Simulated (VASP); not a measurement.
# SnRu4 (Pm-3m) in VASP: further runs

SnRu4 is run at these levels: PBE; tasks: relaxation of cell and atoms, single point.

Everything below comes from runs of VASP 6.6.1. Logs are shortened: lines on timing, memory, paths and dates and some standing lists are left out, and cuts for length are marked.

## (1) The cell of the first run

Symmetry: Pm-3m, No. 221, cubic system. The conventional cell has a = 4.306 Å, b = 4.306 Å, c = 4.306 Å, α = 90.00°, β = 90.00°, γ = 90.00°. Sn (site symmetry m-3m) has 6 Ru at 2.15 Å within 2.8 Å. Within 2.8 Å of Ru (site symmetry 4/mmm) lie 2 Sn at 2.15 Å. Ru (site symmetry m-3m) has 12 Ru at 3.04 Å and 8 Sn at 3.73 Å within 4.0 Å.

The cell was generated, and may not be a known phase.

## (2) Relaxation of cell and atoms, PBE

Contents of INCAR:

```
SYSTEM = SnRu4
PREC     = Accurate       ! precision mode
ENCUT    = 500            ! plane-wave cutoff, eV
EDIFF    = 1E-7           ! SCF threshold, eV
ISMEAR   = 0              ! smearing method
SIGMA    = 0.1            ! smearing width, eV
LREAL    = .False.        ! projectors in reciprocal space
LASPH    = .True.         ! aspherical terms in the spheres
NELM     = 120            ! most SCF steps
ALGO     = Normal         ! electronic algorithm
ISIF     = 3              ! what is computed and relaxed
LWAVE    = .False.        ! write WAVECAR
LCHARG   = .False.        ! write CHGCAR
GGA      = PE             ! functional
IBRION   = 2              ! ionic algorithm
NSW      = 90             ! ionic steps
EDIFFG   = -0.04          ! ionic threshold
GGA_COMPAT= .False.      
NELMIN   = 4
```

Contents of KPOINTS:

```
regular mesh
0
Gamma
  4 4 4
  0 0 0
```

Contents of POSCAR:

```
SnRu4
1.0
    4.3061758400      0.0000000000      0.0000000000
    0.0000000000      4.3061758400      0.0000000000
    0.0000000000      0.0000000000      4.3061758400
Sn Ru
1 4
Direct
    0.0000000000      0.0000000000      0.0000000000
    0.5000000000      0.0000000000      0.0000000000
    0.0000000000      0.5000000000      0.0000000000
    0.0000000000      0.0000000000      0.5000000000
    0.5000000000      0.5000000000      0.5000000000
```

Potentials or basis: VASP PAW PBE potentials, release 64 (Sn_d, Ru_pv).

On the command line:

```
cat potpaw_PBE.64/Sn_d/POTCAR potpaw_PBE.64/Ru_pv/POTCAR > POTCAR
mpirun -np 1 vasp_std > vasp.out
```

OUTCAR:

```text
SYSTEM = SnRu4
   PREC = Accurate
   ENCUT = 500
   EDIFF = 1E-7
   ISMEAR = 0
   LREAL = .False.
   LASPH = .True.
   NELM = 120
   ISIF = 3
   GGA = PE
   IBRION = 2
   NSW = 90
   EDIFFG = -0.04
   NELMIN = 4

 ion  position               nearest neighbor table
   1  0.000  0.000  0.000-   2 2.15   3 2.15   4 2.15   4 2.15   3 2.15   2 2.15
   2  0.500  0.000  0.000-   1 2.15   1 2.15   4 3.04   5 3.04   4 3.04   5 3.04   3 3.04   5 3.04
                             5 3.04   3 3.04   3 3.04   4 3.04   4 3.04   3 3.04
   3  0.000  0.500  0.000-   1 2.15   1 2.15   4 3.04   5 3.04   4 3.04   5 3.04   2 3.04   2 3.04
                             4 3.04   4 3.04   2 3.04   5 3.04   5 3.04   2 3.04
   4  0.000  0.000  0.500-   1 2.15   1 2.15   3 3.04   5 3.04   2 3.04   2 3.04   3 3.04   3 3.04
                             5 3.04   3 3.04   2 3.04   5 3.04   2 3.04   5 3.04
   5  0.500  0.500  0.500-   2 3.04   3 3.04   4 3.04   2 3.04   3 3.04   2 3.04   4 3.04   2 3.04
                             3 3.04   4 3.04   3 3.04   4 3.04

  LATTYP: Found a simple cubic cell.
 ALAT       =     4.3061758400

  Lattice vectors:

 A1 = (   4.3061758400,   0.0000000000,   0.0000000000)
 A2 = (   0.0000000000,   4.3061758400,   0.0000000000)
 A3 = (   0.0000000000,   0.0000000000,   4.3061758400)

Analysis of symmetry for initial positions (statically):
=====================================================================
 Subroutine PRICEL returns:
 Original cell was already a primitive cell.

 Routine SETGRP: Setting up the symmetry group for a
 simple cubic supercell.

 Subroutine GETGRP returns: Found 48 space group operations
 (whereof 48 operations were pure point group operations)
 out of a pool of 48 trial point group operations.

The static configuration has the point symmetry O_h .

Analysis of symmetry for dynamics (positions and initial velocities):
=====================================================================
 Subroutine PRICEL returns:
 Original cell was already a primitive cell.

 Routine SETGRP: Setting up the symmetry group for a
 simple cubic supercell.

 Subroutine GETGRP returns: Found 48 space group operations
 (whereof 48 operations were pure point group operations)
 out of a pool of 48 trial point group operations.

The dynamic configuration has the point symmetry O_h .

 Subroutine INISYM returns: Found 48 space group operations
 (whereof 48 operations are pure point group operations),
 and found     1 'primitive' translations

----------------------------------------------------------------------------------------

                                     Primitive cell

  volume of cell :      79.8501

  direct lattice vectors                    reciprocal lattice vectors
     4.306175840  0.000000000  0.000000000     0.232224609  0.000000000  0.000000000
     0.000000000  4.306175840  0.000000000     0.000000000  0.232224609  0.000000000
[... 58 lines left out ...]
   k-points           NKPTS =     10   k-points in BZ     NKDIM =     10   number of bands    NBANDS=     42
   number of dos      NEDOS =    301   number of ions     NIONS =      5
   total plane-waves  NPLWV =  32768
   dimension x,y,z NGX =    32 NGY =   32 NGZ =   32
   dimension x,y,z NGXF=    64 NGYF=   64 NGZF=   64
   ions per type =               1   4
   NGX,Y,Z   is equivalent  to a cutoff of  12.35, 12.35, 12.35 a.u.
   NGXF,Y,Z  is equivalent  to a cutoff of  24.71, 24.71, 24.71 a.u.
 SYSTEM =  SnRu4
   PREC   = accura    normal or accurate (medium, high low for compatibility)
   ISTART =      0    job   : 0-new  1-cont  2-samecut
   ICHARG =      2    charge: 1-file 2-atom 10-const
   ISPIN  =      1    spin polarized calculation?
   LNONCOLLINEAR =      F non collinear calculations
   LSORBIT =      F    spin-orbit coupling
   LASPH  =      T    aspherical Exc in radial PAW
   ENCUT  =  500.0 eV  36.75 Ry    6.06 a.u.   7.85  7.85  7.85*2*pi/ulx,y,z
   NELM   =    120;   NELMIN=  4; NELMDL= -5     # of ELM steps
   EDIFF  = 0.1E-06   stopping-criterion for ELM
   LREAL  =      F    real-space projection
   EDIFFG = -.4E-01   stopping-criterion for IOM
   NSW    =     90    number of steps for IOM
   IBRION =      2    ionic relax: 0-MD 1-quasi-New 2-CG
   NFREE  =      1    steps in history (QN), initial steepest desc. (CG)
   ISIF   =      3    stress and relaxation
   ISYM   =      2    0-nonsym 1-usesym 2-fastsym
   POTIM  = 0.5000    time-step for ionic-motion
   TEBEG  =    0.0;   TEEND  =   0.0 temperature during run
   PSTRESS=    0.0 pullay stress
   NELECT =      70.0000    total number of electrons
   NUPDOWN=      -1.0000    fix difference up-down
   EMIN   =  10.00;   EMAX   =-10.00  energy-range for DOS
   EFERMI =   0.00;   METHOD = LEGACY
   ISMEAR =     0;   SIGMA  =   0.10  broadening in eV -4-tet -1-fermi 0-gaus
   EFERMI_NEDOS =   21; number of points for ismear=-14 and -15
   IALGO  =     38    algorithm
   IMIX   =      4    mixing-type and parameters
     AMIX     =   0.40;   BMIX     =  1.00
     AMIX_MAG =   1.60;   BMIX_MAG =  1.00
  volume/ion in A,a.u.               =      15.97       107.77
  Fermi-wavevector in a.u.,A,eV,Ry     =   1.566808  2.960838 33.400765  2.454887
  Thomas-Fermi vector in A             =   2.669081
   LORBIT       =      0    0 simple, 1 ext, 2 COOP (PROOUT), +10 PAW based schemes
   GGA     = PE    functional components
   LHFCALC =     F    Hartree Fock is set to
   AEXX    =    0.0000 exact exchange contribution
   IVDW    =     0    specifies the selected vdW correction
   LEPSILON=     F    determine dielectric tensor
   LRPA    =     F    only Hartree local field effects (RPA)
 conjugate gradient relaxation of ions
 non-spin polarized calculation
 Gauss-broadening in eV      SIGMA  =   0.10
  energy-cutoff  :      500.00
  volume of cell :       79.85
 maximum number of plane-waves:      2048
 NGX is ok and might be reduce to    32
   NGX = 15   NGY = 15   NGZ = 15

--------------------------------------- Ionic step        1  -------------------------------------------

 number of electron      70.0000061 magnetization

 Free energy of the ion-electron system (eV)
  ---------------------------------------------------
  ext. energy  EPLUGINS =         0.00000000
  ---------------------------------------------------
  free energy    TOTEN  =       -24.99360048 eV

  energy without entropy =      -24.95085227  energy(sigma->0) =      -24.97222637

 E-fermi :  10.7936     XC(G=0): -12.8957

 val. band max:       10.7620780712   @ k =   0.2500   0.2500   0.0000
 cond. band min:      10.8322025281   @ k =   0.5000   0.2500   0.2500
 fundamental gap:      0.0701244568
 Fermi energy:        10.7935526517
[... 1060 lines left out ...]
--------------------------------------- Ionic step        5  -------------------------------------------

 number of electron      69.9999956 magnetization

 Free energy of the ion-electron system (eV)
  ---------------------------------------------------
  ext. energy  EPLUGINS =         0.00000000
  ---------------------------------------------------
  free energy    TOTEN  =       -28.77780819 eV

  energy without entropy =      -28.71791321  energy(sigma->0) =      -28.74786070

 E-fermi :   6.9649     XC(G=0): -11.3648

 val. band max:        6.9538262748   @ k =   0.5000   0.2500   0.2500
 cond. band min:       7.0597518659   @ k =   0.2500   0.2500   0.0000
 fundamental gap:      0.1059255911
 Fermi energy:         6.9648900658
[... 480 lines left out ...]
  FREE ENERGIE OF THE ION-ELECTRON SYSTEM (eV)
  ---------------------------------------------------
  free  energy   TOTEN  =       -28.7778081875 eV

  energy  without entropy=      -28.7179132132  energy(sigma->0) =      -28.74786070

 reached required accuracy - stopping structural energy minimisation
```

OSZICAR:

```text
N       E                     dE             d eps       ncg     rms          rms(c)
DAV:   1     0.946162814188E+03    0.94616E+03   -0.38806E+04   858   0.225E+03
DAV:   2     0.471596329092E+02   -0.89900E+03   -0.88377E+03   882   0.645E+02
DAV:   3    -0.252606837854E+02   -0.72420E+02   -0.68516E+02   912   0.168E+02
DAV:   4    -0.284958222326E+02   -0.32351E+01   -0.31692E+01   922   0.356E+01
[... 109 lines left out ...]
DAV:   7    -0.287778088674E+02   -0.33118E-04   -0.13174E-04   970   0.813E-02    0.190E-02
DAV:   8    -0.287778094477E+02   -0.58029E-06   -0.75946E-06  1174   0.166E-02    0.875E-03
DAV:   9    -0.287778079827E+02    0.14650E-05   -0.16717E-06   944   0.760E-03    0.221E-03
DAV:  10    -0.287778081993E+02   -0.21669E-06   -0.18260E-07   456   0.271E-03    0.680E-04
DAV:  11    -0.287778081875E+02    0.11874E-07   -0.21541E-08   420   0.940E-04
   5 F= -.28777808E+02 E0= -.28747861E+02  d E =-.378421E+01
```

Run time: 3.8 min. Hardware: 1 thread of Intel Xeon Platinum 8259CL at 2.50GHz (Skylake/Cascade Lake), shared host; peak memory 0.2 GiB.

Results:

```yaml
Free_energy: -28.7778 eV
Relaxed_volume: 20.99 Å³/atom
Relaxed_cell: a = 4.717 Å, b = 4.717 Å, c = 4.717 Å, α = 90.00°, β = 90.00°, γ = 90.00°
Space_group_after_relaxing_to_0.1_Å: Pm-3m (No. 221)
Energy_gained_by_relaxing: 756.8 meV/atom
Ionic_steps: 5
Pressure_after_relaxing: 0.1 GPa
Band_gap_on_the_k_mesh: zero (bands 35 and 36 overlap by 0.60 eV)
```

The path:
| step | energy change (eV) | largest force (eV/Å) | pressure (GPa) | volume (Å³) |
| --- | --- | --- | --- | --- |
| 1 | 0.0000 | 0.0000 | 62.60 | 79.85 |
| 2 | 2.4894 | 0.0000 | -16.20 | 175.84 |
| 3 | -3.7218 | 0.0000 | -4.40 | 109.38 |
| 4 | -3.7763 | 0.0000 | -1.65 | 106.54 |
| 5 | -3.7842 | 0.0000 | 0.05 | 104.97 |

Final structure:
```cif
data_structure
_symmetry_space_group_name_H-M 'P 1'
_symmetry_Int_Tables_number 1
_cell_length_a 4.7173
_cell_length_b 4.7173
_cell_length_c 4.7173
_cell_angle_alpha 90.000
_cell_angle_beta 90.000
_cell_angle_gamma 90.000
_cell_volume 104.97
loop_
_atom_site_label
_atom_site_type_symbol
_atom_site_fract_x
_atom_site_fract_y
_atom_site_fract_z
_atom_site_occupancy
Sn1 Sn 0.00000 0.00000 0.00000 1
Ru1 Ru 0.50000 0.00000 0.00000 1
Ru2 Ru 0.00000 0.50000 0.00000 1
Ru3 Ru 0.00000 0.00000 0.50000 1
Ru4 Ru 0.50000 0.50000 0.50000 1
```

Caveat: the k points lie up to 0.33 Å⁻¹ apart in the final cell, too coarse for converged energies and pressures of a metal; the volume moved by over 15 % at a fixed basis, so the end points are rough; spin-orbit coupling is left out, which moves the levels of the heavy elements.

## (3) Single point, PBE, collinear spin, ferromagnetic start

This run uses another cell than the first one, of 21.00 Å³/atom.

Contents of INCAR:

```
  PREC = Accurate
  ENCUT = 500
  EDIFF = 1E-6
  ISMEAR = 0
  SIGMA = 0.1
  LREAL = F
  LASPH = T
  NELM = 200
  ALGO = Normal
  ISIF = 2
  LWAVE = F
  LCHARG = F
  ISPIN = 2
  MAGMOM = 0 1 1 1 1
  LORBIT = 11
  LMAXMIX = 4
  GGA = PE
  NBANDS = 47
  GGA_COMPAT = F
```

Contents of KPOINTS:

```
regular mesh
0
Gamma
  4 4 4
```

Changes to POSCAR since step 2:

```diff
@@ -2,5 +2,5 @@
 1.0
-    4.3061758400      0.0000000000      0.0000000000
-    0.0000000000      4.3061758400      0.0000000000
-    0.0000000000      0.0000000000      4.3061758400
+    4.7179753042      0.0000000000      0.0000000000
+    0.0000000000      4.7179753042      0.0000000000
+    0.0000000000      0.0000000000      4.7179753042
 Sn Ru
```

Potentials or basis: VASP PAW PBE potentials, release 64 (Sn_d, Ru_pv).

On the command line:

```
cat potpaw_PBE.64/Sn_d/POTCAR potpaw_PBE.64/Ru_pv/POTCAR > POTCAR
mpirun -np 1 vasp_std > vasp.out
```

It took 2.2 min on 1 thread of Intel Xeon Platinum 8259CL at 2.50GHz (Skylake/Cascade Lake), shared host; peak memory 0.27 GiB.

Results (log left out):

```yaml
Free_energy: -29.1989 eV
Pressure: 3.4 GPa
Net_moment: 5.01 μB per cell
Site_moments: Sn -0.04; Ru +0.83, +2.48 (each value once) μB
Valence_electrons_inside_the_program's_atomic_spheres: Sn 13.20; Ru 12.53, 12.00 (each value once)
```

Levels at points of the mesh, in eV from the Fermi level:
Spin up:
```tsv
k point	band 33	band 34	band 35	band 36	band 37	band 38	band 39	band 40	band 41	band 42
(0.00, 0.00, 0.00)	-0.33	-0.33	0.10	0.10	0.10	0.14	0.15	0.15	0.15	5.04
(0.50, 0.00, 0.00)	-0.62	-0.61	-0.61	-0.60	-0.43	0.10	0.13	2.58	2.58	4.65
(0.50, 0.50, 0.00)	-1.04	-1.04	-0.98	-0.86	-0.22	0.43	0.85	0.85	1.27	4.39
(0.50, 0.50, 0.50)	-0.68	0.00	0.00	0.00	0.12	0.12	0.81	0.81	0.81	2.99
```
Spin down:
```tsv
k point	band 29	band 30	band 31	band 32	band 33	band 34	band 35	band 36
(0.00, 0.00, 0.00)	-0.32	-0.32	-0.09	-0.09	0.70	0.70	0.70	0.92
(0.50, 0.00, 0.00)	-0.26	-0.17	-0.17	-0.11	-0.01	-0.01	0.27	0.47
(0.50, 0.50, 0.00)	-0.78	-0.78	-0.68	-0.43	0.08	0.19	0.21	0.23
(0.50, 0.50, 0.50)	-0.53	-0.53	0.51	0.51	0.51	0.85	0.85	0.85
```

Caveat: the cell stands under pressure; spin-orbit coupling is left out, which moves the levels of the heavy elements.

The gap in the log of VASP goes by the Fermi energy; the results here count the filled bands.